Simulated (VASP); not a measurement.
# TiAl3: single point with LDA

TiAl3:

```
CELL_PARAMETERS angstrom
-1.88941 1.88941 4.24189
1.88941 -1.88941 4.24189
1.88941 1.88941 -4.24189
ATOMIC_POSITIONS crystal
Ti 0.00000 0.00000 0.00000
Al 0.50000 0.50000 0.00000
Al 0.75000 0.25000 0.50000
Al 0.25000 0.75000 0.50000
```

- Program: VASP 6.6.1
- Task: single point
- Functional: LDA
- Potentials or basis: VASP PAW LDA potentials, release 64 (Ti_sv, Al)
- Cutoff: 520 eV
- k mesh: 16 × 16 × 16
- Occupations: gaussian, width 0.1 eV
- Spin: no spin polarisation

| Item | Value |
| --- | --- |
| Pressure | 0.2 GPa |
| Band gap on the k mesh | zero (an odd number of electrons rules out a gap without spin polarisation) |

Levels at points of the mesh, in eV from the Fermi level:
```tsv
k point	band 8	band 9	band 10	band 11	band 12	band 13	band 14	band 15
(0.00, 0.00, 0.00)	-1.48	-1.25	-1.25	0.86	1.86	1.86	2.32	2.62
(0.50, 0.00, 0.00)	-2.93	-1.07	-0.29	0.51	1.86	2.17	2.81	3.29
(0.50, 0.50, 0.00)	-3.80	-2.66	-2.21	-1.03	1.84	1.99	2.78	2.95
(0.50, 0.50, 0.50)	-0.87	-0.87	-0.24	0.71	0.71	0.99	3.16	4.97
```

Run time: 28 min on 1 thread of Intel(R) Xeon(R) Platinum 8259CL CPU @ 2.50GHz (Skylake/Cascade Lake), on a shared host, peak memory 0.49 GiB.
